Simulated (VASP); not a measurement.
A run of VASP 6.6.1 is set up as follows.

INCAR

```
SYSTEM = ZnO
PREC     = Accurate       ! precision mode
ENCUT    = 1340           ! plane-wave cutoff, eV
EDIFF    = 1E-6           ! SCF threshold, eV
ISMEAR   = 0              ! smearing method
SIGMA    = 0.05           ! smearing width, eV
LREAL    = .FALSE.        ! projectors in reciprocal space
LASPH    = .TRUE.         ! aspherical terms in the spheres
NELM     = 120            ! most SCF steps
ALGO     = Normal         ! electronic algorithm
ISIF     = 2              ! what is computed and relaxed
LWAVE    = .FALSE.        ! write WAVECAR
LCHARG   = .FALSE.        ! write CHGCAR
NBANDS   = 26             ! bands
GGA_COMPAT= .FALSE.
```

KPOINTS

```
Automatic mesh
0
G
  12 12 6
  0 0 0
```

The input POSCAR:

```
ZnO
1.0
    3.2770068899      0.0000000000      0.0000000000
   -1.6385034449      2.8379712150      0.0000000000
    0.0000000000      0.0000000000      4.8745477487
Zn O
2 2
Direct
    0.3333333333      0.6666666667      0.0018514197
    0.6666666667      0.3333333333      0.5018514197
    0.3333333333      0.6666666667      0.4028559245
    0.6666666667      0.3333333333      0.9028559245
```

Potentials or basis: VASP PAW LDA potentials, release 64 (Zn, O_h).

The run is started by

```console
$ cat potpaw_LDA.64/Zn/POTCAR potpaw_LDA.64/O_h/POTCAR > POTCAR
$ mpirun -np 1 vasp_std > vasp.out
```

Task: What does it give for the pressure?

Result: 0.2 GPa.

Task: What does it give for the band gap on the k mesh?

Result: 0.89 eV.

Forces in eV/Å, atoms in the order of the input:
```
Zn   0.000  0.000 -0.067
Zn   0.000  0.000 -0.067
O    0.000  0.000  0.067
O    0.000  0.000  0.067
```

Caveat: the stress differs along the axes, from -3 to 6 GPa.
